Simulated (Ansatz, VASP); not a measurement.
## One calculation of PbO, two programs

The input INCAR:

```
PREC     = Accurate       # precision mode
ENCUT    = 520            # plane-wave cutoff, eV
EDIFF    = 1E-6           # SCF threshold, eV
ISMEAR   = 0              # smearing method
SIGMA    = 0.02           # smearing width, eV
LREAL    = F              # projectors in reciprocal space
LASPH    = T              # aspherical terms in the spheres
NELM     = 60             # most SCF steps
ALGO     = Normal         # electronic algorithm
ISIF     = 2              # what is computed and relaxed
LWAVE    = F              # write WAVECAR
LCHARG   = T              # write CHGCAR
GGA      = PE             # functional
LELF     = T              # ELF
LVHAR    = T            
NBANDS   = 28             # bands
```

The input KPOINTS:

```
regular mesh
0
Gamma
  8 8 6
```

File POSCAR:

```
PbO
1.0
    4.0777741440     -0.0794880000     -0.0717776640
   -0.0794880000      4.0777741440     -0.0717776640
   -0.0906973200     -0.0906973200      5.0880393000
Pb O
2 2
Direct
   -0.0045901447      0.4981077468      0.2423220268
    0.5018922532      0.0045901447      0.7576779732
    0.0024414050     -0.0024414050      0.0000000000
    0.5002564864      0.4997435136      0.0000000000
```

Input for Ansatz:

```yaml
crystal:
  lattice:
    - [4.077774144, -0.079488, -0.071777664]
    - [-0.079488, 4.077774144, -0.071777664]
    - [-0.09069732, -0.09069732, 5.0880393]
  atoms:
    - { symbol: Pb, position: [-0.0045901447, 0.4981077468, 0.2423220268] }
    - { symbol: Pb, position: [0.5018922532, 0.0045901447, 0.7576779732] }
    - { symbol: O, position: [0.002441405, -0.002441405, 0.0] }
    - { symbol: O, position: [0.5002564864, 0.4997435136, 0.0] }
basis:
  ecutwfc: 420
kpoints:
  mp_grid: { grid: [8, 8, 6] }
hamiltonian:
  xc: pbe
scf:
  occupations: { method: gaussian, width: 0.02 }
output:
  forces: true
  stress: true
  eigenvalues: true
```

Alike in both runs: task single point; functional PBE; k mesh 8 × 8 × 6; occupations gaussian, width 0.02 eV; no spin polarisation.

|  | VASP | Ansatz |
| --- | --- | --- |
| version | VASP 6.6.1 | Ansatz 0.2.0 |
| potentials or method | VASP PAW PBE potentials, release 64 (Pb_d, O), cutoff 520 eV | scalar-relativistic, plane waves, PAW |
| valence electrons in the cell | 40 | 40 |

|  | VASP | Ansatz | Ansatz less VASP |
| --- | --- | --- | --- |
| gap on the k mesh at the Fermi level (eV) | 1.19 | 1.18 | -0.006 |
| least direct gap on the mesh (eV) | 1.71 | 1.71 | +0.001 |
| pressure (GPa) | -1.7 | -1.8 | -0.04 |
| traceless stress, the component that is largest in VASP (GPa) | 2.18 | 2.19 | +0.009 |
| rms of the force components (eV/Å) | 0.334 | 0.345 | +0.0110 |

Atom by atom the forces differ by 0.015 eV/Å (rms over components). The functional is the same, so the differences come from potentials, cutoffs and numerics.

Neither program's run includes spin-orbit coupling.
